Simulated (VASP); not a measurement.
A run of VASP 6.6.1 is set up as follows.

Contents of INCAR:

```
  ALGO = Normal
  EDIFF = 1E-6
  ENCUT = 600
  GGA = PE
  GGA_COMPAT = False
  ISIF = 2
  ISMEAR = -1
  LASPH = True
  LCHARG = True
  LELF = True
  LREAL = False
  LVHAR = True
  LWAVE = False
  NBANDS = 19
  NELM = 120
  PREC = Accurate
  SIGMA = 0.05
```

The input KPOINTS:

```
k-points
0
Gamma
  8 8 8
```

The input POSCAR:

```
BaF2
1.0
    0.0000000000      3.1197752235      3.1197752235
    3.1197752235      0.0000000000      3.1197752235
    3.1197752235      3.1197752235      0.0000000000
Ba F
1 2
Direct
    0.0000000000      0.0000000000      0.0000000000
    0.7500000000      0.7500000000      0.7500000000
    0.2500000000      0.2500000000      0.2500000000
```

Potentials or basis: VASP PAW PBE potentials, release 64 (Ba_sv, F).

Run with:

```sh
$ cat potpaw_PBE.64/Ba_sv/POTCAR potpaw_PBE.64/F/POTCAR > POTCAR
$ mpirun -np 1 vasp_std > vasp.out
```

Q: Estimate the band gap on the k mesh.

A: 6.68 eV (least direct gap 6.75 eV).

Q: Predict the pressure.

A: 1.1 GPa.

Caveat: spin-orbit coupling is left out, which moves the levels of the heavy elements. Expect the measured gap to be larger: semilocal functionals such as PBE lack the derivative discontinuity.
